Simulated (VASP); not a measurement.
# Sb (R-3m) in VASP: notebook

Runs on Sb. Level: PBEsol. Tasks: relaxation of cell and atoms, single point.

Program: VASP 6.6.1. These are calculated values, not measurements. Logs are shortened: lines on timing, memory, paths and dates and some standing lists are left out, and cuts for length are marked.

**1. The cell of the first run**

It takes space group R-3m (No. 166, trigonal). Conventional cell: a = 8.027 Å, b = 8.027 Å, c = 20.534 Å, α = 90.00°, β = 90.00°, γ = 120.00°. Sb (site symmetry m) has 6 Sb at 2.73 to 2.95 Å within 3.6 Å. Within 3.8 Å of Sb (site symmetry m) lie 7 Sb at 2.91 to 3.29 Å.

**2. Relaxation of cell and atoms, PBEsol**

INCAR reads:

```
SYSTEM = Sb
PREC = Accurate ; ENCUT = 600
EDIFF = 1E-6 ; ISMEAR = 0
SIGMA = 0.1 ; LREAL = .False.
LASPH = .True. ; NELM = 100
ALGO = Normal ; ISIF = 3
LWAVE = .False. ; LCHARG = .False.
GGA = PS ; IBRION = 2
NSW = 90 ; EDIFFG = -0.04
```

KPOINTS reads:

```
regular mesh
0
Gamma
  3 3 3
  0 0 0
```

POSCAR reads:

```
Sb
1.0
    4.0135081383      2.3172000041      6.8446454560
   -4.0135081383      2.3172000041      6.8446454560
    0.0000000000     -4.6344000080      6.8446454560
Sb
12
Direct
    0.0101900000      0.6536100000      0.0101900000
    0.0101900000      0.0101900000      0.6536100000
    0.6536100000      0.0101900000      0.0101900000
    0.9898100000      0.3463900000      0.9898100000
    0.3463900000      0.9898100000      0.9898100000
    0.9898100000      0.9898100000      0.3463900000
    0.2211800000      0.6306000000      0.2211800000
    0.2211800000      0.2211800000      0.6306000000
    0.6306000000      0.2211800000      0.2211800000
    0.7788200000      0.3694000000      0.7788200000
    0.3694000000      0.7788200000      0.7788200000
    0.7788200000      0.7788200000      0.3694000000
```

Potentials or basis: VASP PAW PBE potentials, release 64 (Sb).

The run is started by

```sh
$ cat potpaw_PBE.64/Sb/POTCAR > POTCAR
$ mpirun -np 1 vasp_std > vasp.out
```

OUTCAR:

```text
SYSTEM = Sb
   PREC = Accurate
   ENCUT = 600
   EDIFF = 1E-6
   ISMEAR = 0
   LREAL = .False.
   LASPH = .True.
   NELM = 100
   ISIF = 3
   GGA = PS
   IBRION = 2
   NSW = 90
   EDIFFG = -0.04

 ion  position               nearest neighbor table
   1  0.010  0.654  0.010-   4 2.73   2 2.86   3 2.86   7 2.94  12 2.95  11 2.95
   2  0.010  0.010  0.654-   6 2.73   3 2.86   1 2.86   8 2.94  10 2.95  11 2.95
   3  0.654  0.010  0.010-   5 2.73   2 2.86   1 2.86   9 2.94  12 2.95  10 2.95
   4  0.990  0.346  0.990-   1 2.73   6 2.86   5 2.86  10 2.94   8 2.95   9 2.95
   5  0.346  0.990  0.990-   3 2.73   6 2.86   4 2.86  11 2.94   8 2.95   7 2.95
   6  0.990  0.990  0.346-   2 2.73   4 2.86   5 2.86  12 2.94   9 2.95   7 2.95
   7  0.221  0.631  0.221-  11 2.91  12 2.91   1 2.94   6 2.95   5 2.95   8 3.29   9 3.29
   8  0.221  0.221  0.631-  10 2.91  11 2.91   2 2.94   4 2.95   5 2.95   7 3.29   9 3.29
   9  0.631  0.221  0.221-  10 2.91  12 2.91   3 2.94   6 2.95   4 2.95   8 3.29   7 3.29
  10  0.779  0.369  0.779-   9 2.91   8 2.91   4 2.94   2 2.95   3 2.95  12 3.29  11 3.29
  11  0.369  0.779  0.779-   7 2.91   8 2.91   5 2.94   2 2.95   1 2.95  12 3.29  10 3.29
  12  0.779  0.779  0.369-   7 2.91   9 2.91   6 2.94   3 2.95   1 2.95  10 3.29  11 3.29

  LATTYP: Found a trigonal (rhomboedric) cell.
 ALAT       =     8.2660047698
 COS(alpha) =     0.5284942553

  Lattice vectors:

 A1 = (   4.0135081383,   2.3172000041,   6.8446454560)
 A2 = (  -4.0135081383,   2.3172000041,   6.8446454560)
 A3 = (   0.0000000000,  -4.6344000080,   6.8446454560)

Analysis of symmetry for initial positions (statically):
=====================================================================
 Subroutine PRICEL returns:
 Original cell was already a primitive cell.

 Routine SETGRP: Setting up the symmetry group for a
 trigonal (rhombohedral) supercell.

 Subroutine GETGRP returns: Found 12 space group operations
 (whereof 12 operations were pure point group operations)
 out of a pool of 12 trial point group operations.

The static configuration has the point symmetry D_3d.

Analysis of symmetry for dynamics (positions and initial velocities):
=====================================================================
 Subroutine PRICEL returns:
 Original cell was already a primitive cell.

 Routine SETGRP: Setting up the symmetry group for a
 trigonal (rhombohedral) supercell.

 Subroutine GETGRP returns: Found 12 space group operations
 (whereof 12 operations were pure point group operations)
 out of a pool of 12 trial point group operations.

The dynamic configuration has the point symmetry D_3d.

 Subroutine INISYM returns: Found 12 space group operations
 (whereof 12 operations are pure point group operations),
 and found     1 'primitive' translations

----------------------------------------------------------------------------------------

[... 97 lines left out ...]
   IBRION =      2    ionic relax: 0-MD 1-quasi-New 2-CG
   NFREE  =      1    steps in history (QN), initial steepest desc. (CG)
   ISIF   =      3    stress and relaxation
   ISYM   =      2    0-nonsym 1-usesym 2-fastsym
   POTIM  = 0.5000    time-step for ionic-motion
   TEBEG  =    0.0;   TEEND  =   0.0 temperature during run
   PSTRESS=    0.0 pullay stress
   NELECT =      60.0000    total number of electrons
   NUPDOWN=      -1.0000    fix difference up-down
   EMIN   =  10.00;   EMAX   =-10.00  energy-range for DOS
   EFERMI =   0.00;   METHOD = LEGACY
   ISMEAR =     0;   SIGMA  =   0.10  broadening in eV -4-tet -1-fermi 0-gaus
   EFERMI_NEDOS =   21; number of points for ismear=-14 and -15
   IALGO  =     38    algorithm
   IMIX   =      4    mixing-type and parameters
     AMIX     =   0.40;   BMIX     =  1.00
     AMIX_MAG =   1.60;   BMIX_MAG =  1.00
  volume/ion in A,a.u.               =      31.83       214.79
  Fermi-wavevector in a.u.,A,eV,Ry     =   0.883341  1.669273 10.616519  0.780292
  Thomas-Fermi vector in A             =   2.004095
   LORBIT       =      0    0 simple, 1 ext, 2 COOP (PROOUT), +10 PAW based schemes
   GGA     = PS    functional components
   LHFCALC =     F    Hartree Fock is set to
   AEXX    =    0.0000 exact exchange contribution
   IVDW    =     0    specifies the selected vdW correction
   LEPSILON=     F    determine dielectric tensor
   LRPA    =     F    only Hartree local field effects (RPA)
 conjugate gradient relaxation of ions
 non-spin polarized calculation
 Gauss-broadening in eV      SIGMA  =   0.10
  energy-cutoff  :      600.00
  volume of cell :      381.94
 maximum number of plane-waves:     12765
 NGX is ok and might be reduce to    70
   NGX = 33   NGY = 33   NGZ = 33

--------------------------------------- Ionic step        1  -------------------------------------------

 number of electron      59.9999999 magnetization

 Free energy of the ion-electron system (eV)
  ---------------------------------------------------
  ext. energy  EPLUGINS =         0.00000000
  ---------------------------------------------------
  free energy    TOTEN  =       -46.12603468 eV

  energy without entropy =      -46.09258360  energy(sigma->0) =      -46.10930914

 E-fermi :   6.6905     XC(G=0):  -9.1260

 val. band max:        6.6501946545   @ k =   0.3333  -0.0000  -0.0000
 cond. band min:       6.7083432524   @ k =   0.3333  -0.0000  -0.0000
 fundamental gap:      0.0581485979
 Fermi energy:         6.6904665866

 k-point     1 :       0.0000    0.0000    0.0000
  band No.  band energies     occupation
      1      -7.3511      2.00000
      2      -5.1955      2.00000
      3      -4.9429      2.00000
      4      -4.9429      2.00000
      5      -4.1609      2.00000
      6      -3.9562      2.00000
[... 360 lines left out ...]
  FREE ENERGIE OF THE ION-ELECTRON SYSTEM (eV)
  ---------------------------------------------------
  free  energy   TOTEN  =       -48.8751371685 eV

  energy  without entropy=      -48.8363692363  energy(sigma->0) =      -48.85575320

[... ionic steps 4 to 23 ...]

--------------------------------------- Ionic step       24  -------------------------------------------

 number of electron      59.9999998 magnetization

------------------------ aborting loop because EDIFF is reached ----------------------------------------
[... 87 lines left out ...]
--------------------------------------- Ionic step       26  -------------------------------------------

 number of electron      59.9999998 magnetization

 Free energy of the ion-electron system (eV)
  ---------------------------------------------------
  ext. energy  EPLUGINS =         0.00000000
  ---------------------------------------------------
  free energy    TOTEN  =       -49.51023175 eV

  energy without entropy =      -49.49252705  energy(sigma->0) =      -49.50137940

 E-fermi :   4.8236     XC(G=0):  -8.4650

 val. band max:        4.7434969795   @ k =   0.3333   0.3333   0.3333
 cond. band min:       4.9167086309   @ k =   0.3333  -0.0000  -0.0000
 fundamental gap:      0.1732116514
 Fermi energy:         4.8235925564

 k-point     1 :       0.0000    0.0000    0.0000
  band No.  band energies     occupation
      1      -7.4695      2.00000
      2      -5.9485      2.00000
      3      -5.7594      2.00000
      4      -5.0923      2.00000
      5      -4.8021      2.00000
      6      -4.8021      2.00000
[... 268 lines left out ...]
  FREE ENERGIE OF THE ION-ELECTRON SYSTEM (eV)
  ---------------------------------------------------
  free  energy   TOTEN  =       -49.5102317485 eV

  energy  without entropy=      -49.4925270480  energy(sigma->0) =      -49.50137940

 reached required accuracy - stopping structural energy minimisation
```

Run time: 27 min. Hardware: 1 thread of Intel Xeon 6975P-C (Granite Rapids), shared host; peak memory 0.75 GiB.

What came out:

| Property | Result |
| --- | --- |
| Free energy | -49.5102 eV |
| Relaxed volume | 37.51 Å³/atom |
| Relaxed cell | a = 9.153 Å, b = 9.153 Å, c = 9.153 Å, α = 52.76°, β = 52.76°, γ = 52.76° |
| Space group after relaxing (to 0.05 Å) | R-3m (No. 166) |
| Energy gained by relaxing | 282.0 meV/atom |
| Ionic steps | 26 |
| Pressure after relaxing | 0.0 GPa |
| Largest force after relaxing | 0.031 eV/Å |
| Band gap on the k mesh | zero (band 30 reaches 4.92 eV, above the bottom of band 31 at 4.70 eV) |

Forces in eV/Å, atoms in the order of the input:
```
Sb   0.000  0.000  0.003
Sb   0.000  0.000  0.003
Sb   0.000  0.000  0.003
Sb   0.000  0.000 -0.003
Sb   0.000  0.000 -0.003
Sb   0.000  0.000 -0.003
Sb   0.010 -0.006 -0.029
Sb   0.000  0.011 -0.029
Sb  -0.010 -0.006 -0.029
Sb  -0.010  0.006  0.029
Sb   0.010  0.006  0.029
Sb   0.000 -0.011  0.029
```

Step by step:
```csv
step,energy change (eV),largest force (eV/Å),pressure (GPa),volume (Å³)
1,0.0000,1.9979,11.93,381.94
2,-1.4741,0.4358,-4.86,528.36
3,-2.7491,0.4563,-0.54,458.00
4,-2.7497,0.4750,-0.39,456.39
5,-2.9001,0.4398,-0.30,452.98
6,-3.1566,0.4116,0.48,442.26
7,-3.1713,0.4940,1.09,437.28
8,-3.2313,0.2891,0.20,445.25
9,-3.2314,0.2857,0.19,445.44
10,-3.2534,0.2339,-0.03,446.41
11,-3.2725,0.1250,-0.43,448.42
12,-3.2889,0.1368,-0.05,443.35
13,-3.2908,0.1416,0.14,441.03
14,-3.3000,0.1357,0.10,441.40
15,-3.3160,0.1330,0.00,442.51
16,-3.3278,0.1318,0.06,442.83
17,-3.3505,0.1261,0.25,443.75
18,-3.3518,0.1784,0.37,444.16
19,-3.3583,0.1789,0.24,446.32
20,-3.3631,0.1875,0.02,450.45
21,-3.3707,0.1299,-0.04,450.84
22,-3.3794,0.0592,-0.21,451.95
23,-3.3818,0.0441,0.01,449.78
24,-3.3819,0.0436,0.04,449.49
25,-3.3826,0.0402,0.04,449.65
26,-3.3842,0.0313,0.04,450.11
```

Final structure:
```
Sb
1.0
     4.06682    2.34798    7.85622
    -4.06682    2.34798    7.85622
     0.00000   -4.69596    7.85622
Sb
12
Direct
  0.01421 0.64302 0.01421
  0.01421 0.01421 0.64302
  0.64302 0.01421 0.01421
  0.98579 0.35698 0.98579
  0.35698 0.98579 0.98579
  0.98579 0.98579 0.35698
  0.23323 0.59423 0.23323
  0.23323 0.23323 0.59423
  0.59423 0.23323 0.23323
  0.76677 0.40577 0.76677
  0.40577 0.76677 0.76677
  0.76677 0.76677 0.40577
```

Levels at points of the mesh, in eV from the Fermi level:
```tsv
k point	band 28	band 29	band 30	band 31	band 32	band 33
(0.00, 0.00, 0.00)	-1.14	-0.75	-0.51	0.37	0.87	0.87
```

Caveat: the volume moved by over 15 % at a fixed basis, so the end points are rough; the PAW data sets were made with another functional, which shifts forces and pressure a little; spin-orbit coupling is left out, which moves the levels of the heavy elements.

**3. Single point, PBEsol**

This run uses another cell than the first one, of 32.81 Å³/atom, 1.031 times its volume.

INCAR reads:

```
SYSTEM = Sb
PREC = Accurate ; ENCUT = 520
EDIFF = 1E-6 ; ISMEAR = 0
SIGMA = 0.1 ; LREAL = .False.
LASPH = .True. ; NELM = 60
ALGO = Normal ; ISIF = 2
LWAVE = .False. ; LCHARG = .True.
GGA = PS ; LELF = .True.
LVHAR = .True. ; NBANDS = 42
```

KPOINTS reads:

```
Automatic mesh
0
Gamma
  6 6 6
  0 0 0
```

POSCAR reads:

```
Sb
1.0
    4.6318151962      2.6741797503      5.2979682733
   -4.6318151962      2.6741797503      5.2979682733
    0.0000000000     -5.3483595007      5.2979682733
Sb
12
Direct
    0.0372315573      0.6615416876      0.0372315573
    0.0372315573      0.0372315573      0.6615416876
    0.6615416876      0.0372315573      0.0372315573
    0.9627684427      0.3384583124      0.9627684427
    0.3384583124      0.9627684427      0.9627684427
    0.9627684427      0.9627684427      0.3384583124
    0.2943538793      0.6258307445      0.2943538793
    0.2943538793      0.2943538793      0.6258307445
    0.6258307445      0.2943538793      0.2943538793
    0.7056461207      0.3741692555      0.7056461207
    0.3741692555      0.7056461207      0.7056461207
    0.7056461207      0.7056461207      0.3741692555
```

Potentials or basis: VASP PAW PBE potentials, release 64 (Sb).

The run is started by

```sh
$ cat potpaw_PBE.64/Sb/POTCAR > POTCAR
$ mpirun -np 1 vasp_std > vasp.out
```

It took 4.2 min on 1 thread of Intel Xeon 6975P-C (Granite Rapids), shared host; peak memory 0.65 GiB.

It converged, with:

* Free energy: -51.4664 eV
* Pressure: 0.1 GPa
* Largest force: 0.038 eV/Å
* Band gap on the k mesh: zero (band 30 reaches 6.46 eV, above the bottom of band 31 at 4.81 eV)

Forces on the atoms (eV/Å):
```
Sb  -0.027  0.016  0.021
Sb   0.000 -0.031  0.021
Sb   0.027  0.016  0.021
Sb   0.027 -0.016 -0.021
Sb  -0.027 -0.016 -0.021
Sb   0.000  0.031 -0.021
Sb  -0.001  0.001  0.010
Sb   0.000 -0.001  0.010
Sb   0.001  0.001  0.010
Sb   0.001 -0.001 -0.010
Sb  -0.001 -0.001 -0.010
Sb   0.000  0.001 -0.010
```

Stress tensor (GPa, compression positive):
```
0.05 0.00 0.00
0.00 0.05 0.00
0.00 0.00 0.14
```

Levels at points of the mesh, in eV from the Fermi level:
```
           k point  band 26  band 27  band 28  band 29  band 30  band 31  band 32  band 33  band 34  band 35
(0.00, 0.00, 0.00)    -1.91    -0.94    -0.94     0.01     0.01     0.12     0.17     0.48     0.48     1.12
(0.50, 0.00, 0.00)    -0.95    -0.89    -0.74    -0.07     0.37     0.61     0.69     0.82     1.23     1.66
(0.50, 0.50, 0.00)    -1.23    -0.85    -0.69    -0.68     0.48     0.77     1.05     1.18     1.24     1.52
(0.50, 0.50, 0.50)    -1.79    -1.62    -1.45    -1.45    -1.15    -1.15    -0.29     0.41     0.87     0.87
```

Caveat: the PAW data sets were made with another functional, which shifts forces and pressure a little; spin-orbit coupling is left out, which moves the levels of the heavy elements.
